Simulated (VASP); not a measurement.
# Ca (P6_3/mmc) in VASP: a series of runs, part 2 of 2

VASP 6.6.1. The steps go on from the part before.

## Step 6: Single point, revPBE (47.73 Å³/atom)

This run uses another cell than the first one, of 47.73 Å³/atom.

INCAR reads:

```
PREC = Accurate ; ENCUT = 520
EDIFF = 1E-6 ; ISMEAR = -1
SIGMA = 0.1 ; LREAL = F
LASPH = T ; NELM = 100
ALGO = Normal ; ISIF = 2
LWAVE = F ; LCHARG = F
GGA = RE ; NBANDS = 17
```

KPOINTS reads:

```
regular mesh
0
Gamma
  10 10 6
```

POSCAR reads:

```
Ca
1.0
    4.0641367174      0.0000000000      0.0000000000
   -2.0320683587      3.5196456417      0.0000000000
    0.0000000000      0.0000000000      6.6734883475
Ca
2
Direct
    0.3333333333      0.6666666667      0.2500000000
    0.6666666667      0.3333333333      0.7500000000
```

Potentials or basis: VASP PAW PBE potentials, release 64 (Ca_sv).

Run with:

```
$ cat potpaw_PBE.64/Ca_sv/POTCAR > POTCAR
$ mpirun -np 1 vasp_std > vasp.out
```

OUTCAR:

```text
PREC = Accurate
   ENCUT = 520
   EDIFF = 1E-6
   ISMEAR = -1
   LREAL = F
   LASPH = T
   NELM = 100
   ISIF = 2
   GGA = RE

 ion  position               nearest neighbor table
   1  0.333  0.667  0.250-
   2  0.667  0.333  0.750-

  LATTYP: Found a hexagonal cell.
 ALAT       =     4.0641367174
 C/A-ratio  =     1.6420432706

  Lattice vectors:

 A1 = (   4.0641367174,   0.0000000000,   0.0000000000)
 A2 = (  -2.0320683587,   3.5196456417,   0.0000000000)
 A3 = (   0.0000000000,   0.0000000000,   6.6734883475)

Analysis of symmetry for initial positions (statically):
=====================================================================
 Subroutine PRICEL returns:
 Original cell was already a primitive cell.

 Routine SETGRP: Setting up the symmetry group for a
 hexagonal supercell.

 Subroutine GETGRP returns: Found 24 space group operations
 (whereof 12 operations were pure point group operations)
 out of a pool of 24 trial point group operations.

[... 158 lines left out ...]
  ---------------------------------------------------
  free energy    TOTEN  =        -3.54187421 eV

  energy without entropy =       -3.45588155  energy(sigma->0) =       -3.49887788

 E-fermi :   1.6106     XC(G=0):  -7.2697

 val. band max:        1.5950535256   @ k =   0.3000   0.3000   0.0000
 cond. band min:       1.6182634951   @ k =   0.3000   0.3000   0.0000
 fundamental gap:      0.0232099695
 Fermi energy:         1.6105572276

 k-point     1 :       0.0000    0.0000    0.0000
  band No.  band energies     occupation
      1     -40.8035      2.00000
      2     -40.7964      2.00000
      3     -21.7684      2.00000
      4     -21.7015      2.00000
      5     -21.7015      2.00000
      6     -21.6896      2.00000
[... 457 lines left out ...]
      4     -21.7555      2.00000
      5     -21.7284      2.00000
      6     -21.7213      2.00000
[... 9 lines left out ...]
     16       4.9324      0.00000
     17       5.0767      0.00000

 [... further k-points ...]

------------------------ aborting loop because EDIFF is reached ----------------------------------------

  FORCE on cell =-STRESS in cart. coord.  units (eV):
  Direction    XX          YY          ZZ          XY          YZ          ZX
  --------------------------------------------------------------------------------------
  -------------------------------------------------------------------------------------
  Total       -0.6385340     -0.6385340     -0.6826518      0.0000000      0.0000000      0.0000000
  in kB      -10.7170300    -10.7170300    -11.4574952      0.0000000      0.0000000      0.0000000
  external PRESSURE =     -10.9638517 kB  Pullay stress =       0.0000000 kB

 VOLUME and BASIS-vectors are now :
 -----------------------------------------------------------------------------
  energy-cutoff  :      520.00
  volume of cell :       95.46
      direct lattice vectors                 reciprocal lattice vectors
     4.064136717  0.000000000  0.000000000     0.246054715  0.142059756  0.000000000
    -2.032068359  3.519645642  0.000000000     0.000000000  0.284119511  0.000000000
     0.000000000  0.000000000  6.673488348     0.000000000  0.000000000  0.149846669

 POSITION                                       TOTAL-FORCE (eV/Angst)
 -----------------------------------------------------------------------------------
     -0.00000      2.34643      1.66837        -0.000000      0.000000      0.000000
      2.03207      1.17322      5.00512         0.000000      0.000000      0.000000
 -----------------------------------------------------------------------------------
    total drift:                                0.000000     -0.000000      0.000000

  FREE ENERGIE OF THE ION-ELECTRON SYSTEM (eV)
  ---------------------------------------------------
  free  energy   TOTEN  =        -3.5418742054 eV

  energy  without entropy=       -3.4558815495  energy(sigma->0) =       -3.49887788
```

OSZICAR:

```text
N       E                     dE             d eps       ncg     rms          rms(c)
DAV:   1     0.171512788600E+03    0.17151E+03   -0.10023E+04  1904   0.104E+03
DAV:   2     0.594126540789E+01   -0.16557E+03   -0.16346E+03  2133   0.313E+02
DAV:   3    -0.318868933173E+01   -0.91300E+01   -0.90692E+01  3683   0.529E+01
DAV:   4    -0.352036927398E+01   -0.33168E+00   -0.33096E+00  2417   0.108E+01
DAV:   5    -0.353769351426E+01   -0.17324E-01   -0.17310E-01  3171   0.159E+00    0.329E+00
DAV:   6    -0.353722234535E+01    0.47117E-03   -0.28223E-02  2493   0.155E+00    0.202E+00
DAV:   7    -0.354268946063E+01   -0.54671E-02   -0.41173E-02  2290   0.207E+00    0.141E-01
DAV:   8    -0.354181182226E+01    0.87764E-03   -0.38715E-03  2537   0.529E-01    0.294E-02
DAV:   9    -0.354187393642E+01   -0.62114E-04   -0.29489E-04  3638   0.856E-02    0.161E-02
DAV:  10    -0.354187681523E+01   -0.28788E-05   -0.53220E-05  2564   0.628E-02    0.570E-03
DAV:  11    -0.354187418838E+01    0.26269E-05   -0.36062E-06  2759   0.169E-02    0.272E-03
DAV:  12    -0.354187420541E+01   -0.17033E-07   -0.35979E-07  2092   0.418E-03
   1 F= -.35418742E+01 E0= -.34988779E+01  d E =-.859927E-01
```

It took 55 s on 1 thread of Intel Xeon Platinum 8375C at 2.90GHz (Ice Lake), shared host; peak memory 0.24 GiB.

What came out:

```yaml
Free_energy: -3.5419 eV
Pressure: -1.1 GPa
Band_gap_on_the_k_mesh: zero (bands 10 and 11 overlap by 0.49 eV)
```

Levels at points of the mesh, in eV from the Fermi level:
```tsv
k point	band 8	band 9	band 10	band 11	band 12	band 13
(0.00, 0.00, 0.00)	-23.30	-3.83	-0.97	-0.30	2.15	2.17
(0.50, 0.00, 0.00)	-23.31	-1.08	-0.71	0.30	0.45	1.27
(0.00, 0.00, 0.50)	-23.31	-2.91	-2.91	1.34	1.34	2.17
(0.50, 0.00, 0.50)	-23.32	-0.60	-0.60	0.01	0.01	1.42
```

Caveat: the PAW data sets were made with another functional, which shifts forces and pressure a little.

## Step 7: Single point, revPBE (49.50 Å³/atom)

This run uses another cell than the first one, of 49.50 Å³/atom.

INCAR reads:

```
PREC = Accurate
ENCUT = 520
EDIFF = 1E-7
ISMEAR = -1
SIGMA = 0.1
LREAL = F
LASPH = T
NELM = 80
ALGO = Normal
ISIF = 2
LWAVE = F
LCHARG = F
GGA = RE
NBANDS = 17
```

KPOINTS is that of step 6.

POSCAR reads:

```
Ca
1.0
    4.1137042454      0.0000000000      0.0000000000
   -2.0568521227      3.5625723802      0.0000000000
    0.0000000000      0.0000000000      6.7548803733
Ca
2
Direct
    0.3333333333      0.6666666667      0.2500000000
    0.6666666667      0.3333333333      0.7500000000
```

Run with:

```
$ cat potpaw_PBE.64/Ca_sv/POTCAR > POTCAR
$ mpirun -np 1 vasp_std > vasp.out
```

It took 58 s on 1 thread of Intel Xeon Platinum 8375C at 2.90GHz (Ice Lake), shared host; peak memory 0.26 GiB.

The run converged. Its results:

```yaml
Free_energy: -3.5134 eV
Pressure: -1.5 GPa
Band_gap_on_the_k_mesh: zero (bands 10 and 11 overlap by 0.50 eV)
```

Stress tensor (GPa, compression positive):
```
-1.49  0.00  0.00
 0.00 -1.49  0.00
 0.00  0.00 -1.59
```

Levels at points of the mesh, in eV from the Fermi level:
```
           k point  band 8  band 9  band 10  band 11  band 12  band 13
(0.00, 0.00, 0.00)  -23.38   -3.76    -0.96    -0.31     2.10     2.13
(0.50, 0.00, 0.00)  -23.40   -1.07    -0.71     0.33     0.46     1.24
(0.00, 0.00, 0.50)  -23.39   -2.87    -2.87     1.32     1.32     2.12
(0.50, 0.00, 0.50)  -23.40   -0.59    -0.59     0.00     0.00     1.40
```

Caveat: the PAW data sets were made with another functional, which shifts forces and pressure a little.

## Step 8: Overview

```csv
cell,gap on the mesh (eV),pressure (GPa)
"a = 3.853, b = 3.853, c = 6.326 Å, angles 90.0, 90.0, 120.0°, 2 atoms",none,1.6
"a = 3.908, b = 3.908, c = 6.417 Å, angles 90.0, 90.0, 120.0°, 2 atoms",none,0.7
"a = 3.961, b = 3.961, c = 6.504 Å, angles 90.0, 90.0, 120.0°, 2 atoms",none,0.0
"a = 4.013, b = 4.013, c = 6.590 Å, angles 90.0, 90.0, 120.0°, 2 atoms",none,-0.6
"a = 4.064, b = 4.064, c = 6.673 Å, angles 90.0, 90.0, 120.0°, 2 atoms",none,-1.1
"a = 4.114, b = 4.114, c = 6.755 Å, angles 90.0, 90.0, 120.0°, 2 atoms",none,-1.5
```

Alike in all rows: task single point; level revPBE; potentials or basis VASP PAW PBE potentials, release 64 (Ca_sv); no spin polarisation; k mesh 10 × 10 × 6; cutoff (eV) 520; smearing fermi-dirac 0.1 eV.

Caveats: the PAW data sets were made with another functional, which shifts forces and pressure a little.

Absolute energies hang on the potentials; compare differences alone.
